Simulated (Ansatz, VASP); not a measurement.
## TlBrF4 in VASP and in Ansatz

```xyz
6
Lattice="0.0000 4.0207 4.0207 4.0207 0.0000 4.0207 4.0207 4.0207 0.0000" Properties=species:S:1:pos:R:3 pbc="T T T"
Tl    4.0207    4.0207    4.0207
Br    0.0000    0.0000    0.0000
F     1.0213    1.0213    1.0213
F     1.0213    2.9994    2.9994
F     2.9994    2.9994    1.0213
F     2.9994    1.0213    2.9994
```

Alike in both runs: task single point; functional r2SCAN; k mesh 7 × 7 × 7; occupations methfessel-paxton of order 1, width 0.1001 eV; no spin polarisation.

|  | VASP | Ansatz |
| --- | --- | --- |
| version | VASP 6.6.1 | Ansatz 0.2.0 |
| potentials or method | VASP PAW PBE potentials, release 64 (Tl_d, Br, F), cutoff 520 eV | PAW plane waves |
| valence electrons in the cell | 48 | 48 |

Ansatz gave:

| Property | Result |
| --- | --- |
| pressure (GPa) | 17.7 |
| rms of the force components (eV/Å) | 2.976 |

**Question.** Which values does VASP return?

**Answer.** Pressure (GPa): 17.7; rms of the force components (eV/Å): 3.016.

VASP's potentials were made for PBE, not for r2SCAN. Atom by atom the forces differ by 0.041 eV/Å (rms over components).

Neither program's run includes spin-orbit coupling.
